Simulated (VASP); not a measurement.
# PtSe2 (Pnnm) in VASP: notebook

The runs below take PtSe2 through single point, with PBE.

Program: VASP 6.6.1. These are calculated values, not measurements. Logs are shortened: lines on timing, memory, paths and dates and some standing lists are left out, and cuts for length are marked.

### Step 1. The cell of the first run

It takes space group Pnnm (No. 58, orthorhombic). Conventional cell: a = 5.909 Å, b = 6.089 Å, c = 3.977 Å, α = 90.00°, β = 90.00°, γ = 90.00°. Within 3.4 Å of Pt (site symmetry 2/m) lie 6 Se at 2.56 to 2.62 Å. Se (site symmetry m) has 3 Pt at 2.56 to 2.62 Å and 1 Se at 3.41 Å within 3.5 Å.

### Step 2. Single point, PBE

The input, INCAR:

```
ALGO     = Normal         # electronic algorithm
EDIFF    = 1E-6           # SCF threshold, eV
ENCUT    = 520            # plane-wave cutoff, eV
GGA      = PE             # functional
ISIF     = 2              # what is computed and relaxed
ISMEAR   = 0              # smearing method
LASPH    = True           # aspherical terms in the spheres
LCHARG   = False          # write CHGCAR
LREAL    = False          # projectors in reciprocal space
LWAVE    = False          # write WAVECAR
NBANDS   = 31             # bands
NELM     = 100            # most SCF steps
PREC     = Accurate       # precision mode
SIGMA    = 0.1            # smearing width, eV
```

The input, KPOINTS:

```
k-points
0
Gamma
  4 4 4
```

The input, POSCAR:

```
PtSe2
1.0
    5.9089399798      0.0000000000      0.0000000000
    0.0000000000      6.0888596267      0.0000000000
    0.0000000000      0.0000000000      3.9771711403
Pt Se
2 4
Direct
    0.5000000000      0.5000000000      0.5000000000
    0.0000000000      0.0000000000      0.0000000000
    0.2250000000      0.8250000000      0.5000000000
    0.7250000000      0.6750000000      0.0000000000
    0.7750000000      0.1750000000      0.5000000000
    0.2750000000      0.3250000000      0.0000000000
```

Potentials or basis: VASP PAW PBE potentials, release 64 (Pt, Se).

On the command line:

```bash
> cat potpaw_PBE.64/Pt/POTCAR potpaw_PBE.64/Se/POTCAR > POTCAR
> mpirun -np 1 vasp_std > vasp.out
```

OUTCAR:

```text
EDIFF = 1E-6
   ENCUT = 520
   GGA = PE
   ISIF = 2
   ISMEAR = 0
   LASPH = True
   LREAL = False
   NELM = 100
   PREC = Accurate

 ion  position               nearest neighbor table
   1  0.500  0.500  0.500-   3 2.56   5 2.56   4 2.62   6 2.62   4 2.62   6 2.62
   2  0.000  0.000  0.000-   4 2.56   6 2.56   5 2.62   3 2.62   3 2.62   5 2.62
   3  0.225  0.825  0.500-   1 2.56   2 2.62   2 2.62
   4  0.725  0.675  0.000-   2 2.56   1 2.62   1 2.62
   5  0.775  0.175  0.500-   1 2.56   2 2.62   2 2.62
   6  0.275  0.325  0.000-   2 2.56   1 2.62   1 2.62

  LATTYP: Found a simple orthorhombic cell.
 ALAT       =     3.9771711403
 B/A-ratio  =     1.4857142857
 C/A-ratio  =     1.5309523810

  Lattice vectors:

 A1 = (   0.0000000000,   0.0000000000,   3.9771711403)
 A2 = (   5.9089399798,   0.0000000000,   0.0000000000)
 A3 = (   0.0000000000,   6.0888596267,   0.0000000000)

Analysis of symmetry for initial positions (statically):
=====================================================================
 Subroutine PRICEL returns:
 Original cell was already a primitive cell.

 Routine SETGRP: Setting up the symmetry group for a
 simple orthorhombic supercell.

 Subroutine GETGRP returns: Found  8 space group operations
 (whereof  4 operations were pure point group operations)
 out of a pool of  8 trial point group operations.

The static configuration has the point symmetry C_2h.
 The point group associated with its full space group is D_2h.

Analysis of symmetry for dynamics (positions and initial velocities):
=====================================================================
 Subroutine PRICEL returns:
 Original cell was already a primitive cell.

 Routine SETGRP: Setting up the symmetry group for a
 simple orthorhombic supercell.

 Subroutine GETGRP returns: Found  8 space group operations
 (whereof  4 operations were pure point group operations)
 out of a pool of  8 trial point group operations.

The dynamic configuration has the point symmetry C_2h.
 The point group associated with its full space group is D_2h.

 Subroutine INISYM returns: Found  8 space group operations
 (whereof  4 operations are pure point group operations),
 and found     1 'primitive' translations

----------------------------------------------------------------------------------------

                                     Primitive cell

  volume of cell :     143.0935

  direct lattice vectors                    reciprocal lattice vectors
     5.908939980  0.000000000  0.000000000     0.169235092  0.000000000  0.000000000
     0.000000000  6.088859627  0.000000000     0.000000000  0.164234366  0.000000000
     0.000000000  0.000000000  3.977171140     0.000000000  0.000000000  0.251434994

  length of vectors
     5.908939980  6.088859627  3.977171140     0.169235092  0.164234366  0.251434994

  position of ions in fractional coordinates (direct lattice)
     0.500000000  0.500000000  0.500000000
     0.000000000  0.000000000  0.000000000
     0.225000000  0.825000000  0.500000000
     0.725000000  0.675000000  0.000000000
     0.775000000  0.175000000  0.500000000
     0.275000000  0.325000000  0.000000000

  ion indices of the primitive-cell ions
   primitive index   ion index
                 1           1
                 2           2
                 3           3
                 4           4
                 5           5
                 6           6

----------------------------------------------------------------------------------------

 KPOINTS: k-points

Automatic generation of k-mesh.
 Grid dimensions read from file:
 generate k-points for:    4    4    4

 Generating k-lattice:

  Cartesian coordinates                     Fractional coordinates (reciprocal lattice)
     0.042308773  0.000000000  0.000000000     0.250000000  0.000000000  0.000000000
     0.000000000  0.041058591  0.000000000     0.000000000  0.250000000  0.000000000
     0.000000000  0.000000000  0.062858748     0.000000000  0.000000000  0.250000000

  Length of vectors
     0.042308773  0.041058591  0.062858748

  Shift w.r.t. Gamma in fractional coordinates (k-lattice)
     0.000000000  0.000000000  0.000000000

 Subroutine IBZKPT returns following result:
 ===========================================

 Found     27 irreducible k-points:

 Following reciprocal coordinates:
            Coordinates               Weight
  0.000000  0.000000  0.000000      1.000000
  0.250000  0.000000  0.000000      2.000000
  0.500000  0.000000  0.000000      1.000000
  0.000000  0.250000  0.000000      2.000000
  0.250000  0.250000  0.000000      4.000000
  0.500000  0.250000  0.000000      2.000000
[... 16 lines left out ...]
  0.250000  0.250000  0.500000      4.000000
  0.500000  0.250000  0.500000      2.000000
 [... further k-points ...]
   k-points           NKPTS =     27   k-points in BZ     NKDIM =     27   number of bands    NBANDS=     31
   number of dos      NEDOS =    301   number of ions     NIONS =      6
   total plane-waves  NPLWV =  69120
   dimension x,y,z NGX =    48 NGY =   48 NGZ =   30
   dimension x,y,z NGXF=    96 NGYF=   96 NGZF=   60
   ions per type =               2   4
   NGX,Y,Z   is equivalent  to a cutoff of  13.50, 13.11, 12.54 a.u.
   NGXF,Y,Z  is equivalent  to a cutoff of  27.01, 26.21, 25.08 a.u.
 SYSTEM =  unknown system
   PREC   = accura    normal or accurate (medium, high low for compatibility)
   ISTART =      0    job   : 0-new  1-cont  2-samecut
   ICHARG =      2    charge: 1-file 2-atom 10-const
   ISPIN  =      1    spin polarized calculation?
   LNONCOLLINEAR =      F non collinear calculations
   LSORBIT =      F    spin-orbit coupling
   LASPH  =      T    aspherical Exc in radial PAW
   ENCUT  =  520.0 eV  38.22 Ry    6.18 a.u.  10.99 11.32  7.39*2*pi/ulx,y,z
   NELM   =    100;   NELMIN=  2; NELMDL= -5     # of ELM steps
   EDIFF  = 0.1E-05   stopping-criterion for ELM
   LREAL  =      F    real-space projection
[... 7 lines left out ...]
   TEBEG  =    0.0;   TEEND  =   0.0 temperature during run
   PSTRESS=    0.0 pullay stress
   NELECT =      44.0000    total number of electrons
   NUPDOWN=      -1.0000    fix difference up-down
   EMIN   =  10.00;   EMAX   =-10.00  energy-range for DOS
   EFERMI =   0.00;   METHOD = LEGACY
   ISMEAR =     0;   SIGMA  =   0.10  broadening in eV -4-tet -1-fermi 0-gaus
   EFERMI_NEDOS =   21; number of points for ismear=-14 and -15
   IALGO  =     38    algorithm
   IMIX   =      4    mixing-type and parameters
     AMIX     =   0.40;   BMIX     =  1.00
     AMIX_MAG =   1.60;   BMIX_MAG =  1.00
  volume/ion in A,a.u.               =      23.85       160.94
  Fermi-wavevector in a.u.,A,eV,Ry     =   1.104975  2.088100 16.612302  1.220970
  Thomas-Fermi vector in A             =   2.241455
   LORBIT       =      0    0 simple, 1 ext, 2 COOP (PROOUT), +10 PAW based schemes
   GGA     = PE    functional components
   LHFCALC =     F    Hartree Fock is set to
   AEXX    =    0.0000 exact exchange contribution
   IVDW    =     0    specifies the selected vdW correction
   LEPSILON=     F    determine dielectric tensor
   LRPA    =     F    only Hartree local field effects (RPA)
 non-spin polarized calculation
 Gauss-broadening in eV      SIGMA  =   0.10
  energy-cutoff  :      520.00
  volume of cell :      143.09
 maximum number of plane-waves:      3885
 NGX is ok and might be reduce to    48
   NGX = 21   NGY = 23   NGZ = 15

 number of electron      43.9999998 magnetization

 Free energy of the ion-electron system (eV)
  ---------------------------------------------------
  ext. energy  EPLUGINS =         0.00000000
  ---------------------------------------------------
  free energy    TOTEN  =       -26.53101657 eV

  energy without entropy =      -26.50661287  energy(sigma->0) =      -26.51881472

 E-fermi :   4.0397     XC(G=0):  -9.8477

 val. band max:        3.9882444058   @ k =   0.0000   0.2500   0.2500
 cond. band min:       4.0508709597   @ k =   0.5000   0.2500   0.0000
 fundamental gap:      0.0626265539
 Fermi energy:         4.0396837427

 k-point     1 :       0.0000    0.0000    0.0000
  band No.  band energies     occupation
      1     -10.0196      2.00000
      2      -8.5913      2.00000
      3      -8.4437      2.00000
      4      -8.4093      2.00000
      5      -2.8206      2.00000
      6      -1.7112      2.00000
[... 23 lines left out ...]
     30       9.3065      0.00000
     31      10.4413      0.00000

 k-point     2 :       0.2500    0.0000    0.0000
  band No.  band energies     occupation
      1      -9.8535      2.00000
      2      -8.8487      2.00000
      3      -8.4591      2.00000
      4      -8.4184      2.00000
      5      -2.3637      2.00000
      6      -1.5408      2.00000
[... 23 lines left out ...]
     30       9.3275      0.00000
     31      11.2055      0.00000

 k-point     3 :       0.5000    0.0000    0.0000
  band No.  band energies     occupation
      1      -9.4024      2.00000
      2      -9.4024      2.00000
      3      -8.4406      2.00000
      4      -8.4406      2.00000
      5      -1.5243      2.00000
      6      -1.5243      2.00000
[... 23 lines left out ...]
     30       9.7531      0.00000
     31      12.0475      0.00000

 k-point     4 :       0.0000    0.2500    0.0000
  band No.  band energies     occupation
      1      -9.8600      2.00000
      2      -8.8851      2.00000
      3      -8.4341      2.00000
      4      -8.3939      2.00000
      5      -2.3437      2.00000
      6      -1.5448      2.00000
[... 23 lines left out ...]
     30       9.6792      0.00000
     31      11.1786      0.00000

 k-point     5 :       0.2500    0.2500    0.0000
  band No.  band energies     occupation
      1      -9.7178      2.00000
      2      -8.9818      2.00000
      3      -8.5145      2.00000
      4      -8.4290      2.00000
      5      -2.2956      2.00000
      6      -1.3818      2.00000
[... 23 lines left out ...]
     30       9.9934      0.00000
     31      11.6980      0.00000
[... 542 lines left out ...]
     30      10.3019      0.00000
     31      12.5124      0.00000

 k-point    22 :       0.0000    0.2500    0.5000
  band No.  band energies     occupation
      1      -8.8446      2.00000
      2      -8.8446      2.00000
      3      -8.5242      2.00000
      4      -8.5242      2.00000
      5      -1.6254      2.00000
      6      -1.6254      2.00000
[... 23 lines left out ...]
     30      11.4774      0.00000
     31      11.9113      0.00000

 k-point    23 :       0.2500    0.2500    0.5000
  band No.  band energies     occupation
      1      -8.8447      2.00000
      2      -8.7517      2.00000
      3      -8.6181      2.00000
      4      -8.5110      2.00000
      5      -1.8039      2.00000
      6      -1.6117      2.00000
[... 23 lines left out ...]
     30      11.4835      0.00000
     31      11.9073      0.00000

 k-point    24 :       0.5000    0.2500    0.5000
  band No.  band energies     occupation
      1      -8.7589      2.00000
      2      -8.7589      2.00000
      3      -8.5978      2.00000
      4      -8.5978      2.00000
      5      -1.8049      2.00000
      6      -1.8049      2.00000
[... 23 lines left out ...]
     30      10.6018      0.00000
     31      12.2807      0.00000

 [... further k-points ...]
[... 5 lines left out ...]
  --------------------------------------------------------------------------------------
  -------------------------------------------------------------------------------------
  Total       -6.2424606     -4.4960566     -4.8589214     -0.0000000      0.0000000      0.0000000
  in kB      -69.8950751    -50.3410802    -54.4039758     -0.0000000      0.0000000      0.0000000
  external PRESSURE =     -58.2133770 kB  Pullay stress =       0.0000000 kB

 VOLUME and BASIS-vectors are now :
 -----------------------------------------------------------------------------
  energy-cutoff  :      520.00
  volume of cell :      143.09
      direct lattice vectors                 reciprocal lattice vectors
     5.908939980  0.000000000  0.000000000     0.169235092  0.000000000  0.000000000
     0.000000000  6.088859627  0.000000000     0.000000000  0.164234366  0.000000000
     0.000000000  0.000000000  3.977171140     0.000000000  0.000000000  0.251434994

 POSITION                                       TOTAL-FORCE (eV/Angst)
 -----------------------------------------------------------------------------------
      2.95447      3.04443      1.98859         0.000000     -0.000000      0.000000
      0.00000      0.00000      0.00000         0.000000     -0.000000      0.000000
      1.32951      5.02331      1.98859        -0.158051      0.692189      0.000000
      4.28398      4.10998      0.00000        -0.158051     -0.692189      0.000000
      4.57943      1.06555      1.98859         0.158051     -0.692189     -0.000000
      1.62496      1.97888      0.00000         0.158051      0.692189     -0.000000
 -----------------------------------------------------------------------------------
    total drift:                               -0.000000     -0.000000     -0.000000

  FREE ENERGIE OF THE ION-ELECTRON SYSTEM (eV)
  ---------------------------------------------------
  free  energy   TOTEN  =       -26.5310165728 eV

  energy  without entropy=      -26.5066128656  energy(sigma->0) =      -26.51881472
```

It took 52 s on 1 thread of Intel Xeon 6975P-C (Granite Rapids), shared host; peak memory 0.3 GiB.

What came out:

| Item | Value |
| --- | --- |
| Free energy | -26.5310 eV |
| Pressure | -5.8 GPa |
| Largest force | 0.710 eV/Å |
| Band gap on the k mesh | zero (bands 22 and 23 overlap by 0.38 eV) |

Forces on the atoms (eV/Å):
```
Pt   0.000  0.000  0.000
Pt   0.000  0.000  0.000
Se  -0.158  0.692  0.000
Se  -0.158 -0.692  0.000
Se   0.158 -0.692  0.000
Se   0.158  0.692  0.000
```

Stress tensor (GPa, compression positive):
```
-6.99  0.00  0.00
 0.00 -5.03  0.00
 0.00  0.00 -5.44
```

Levels at points of the mesh, in eV from the Fermi level:
| k point | band 19 | band 20 | band 21 | band 22 | band 23 | band 24 | band 25 | band 26 |
| --- | --- | --- | --- | --- | --- | --- | --- | --- |
| (0.00, 0.00, 0.00) | -0.61 | -0.60 | 0.04 | 0.05 | 0.12 | 1.98 | 1.99 | 2.03 |
| (0.50, 0.00, 0.00) | -1.22 | -1.22 | -0.21 | -0.21 | 1.62 | 1.62 | 1.79 | 1.79 |
| (0.00, 0.50, 0.00) | -0.95 | -0.95 | -0.89 | -0.89 | 1.66 | 1.66 | 1.70 | 1.70 |
| (0.50, 0.50, 0.00) | -1.35 | -1.35 | -0.67 | -0.67 | 0.42 | 0.42 | 1.85 | 1.85 |
| (0.00, 0.00, 0.50) | -1.02 | -1.02 | -0.11 | -0.11 | 0.11 | 0.11 | 0.64 | 0.64 |
| (0.50, 0.00, 0.50) | -1.56 | -1.56 | -0.60 | -0.60 | -0.22 | -0.22 | 2.58 | 2.58 |
| (0.00, 0.50, 0.50) | -1.50 | -1.50 | -1.09 | -1.09 | 0.23 | 0.23 | 2.66 | 2.66 |
| (0.50, 0.50, 0.50) | -0.32 | -0.32 | -0.31 | -0.31 | 0.73 | 0.73 | 1.02 | 1.02 |

Caveat: the k points lie up to 0.39 Å⁻¹ apart; spin-orbit coupling is left out, which moves the levels of the heavy elements.

(Continued in part 2 of 2.)

The gap in the log of VASP goes by the Fermi energy; the results here count the filled bands.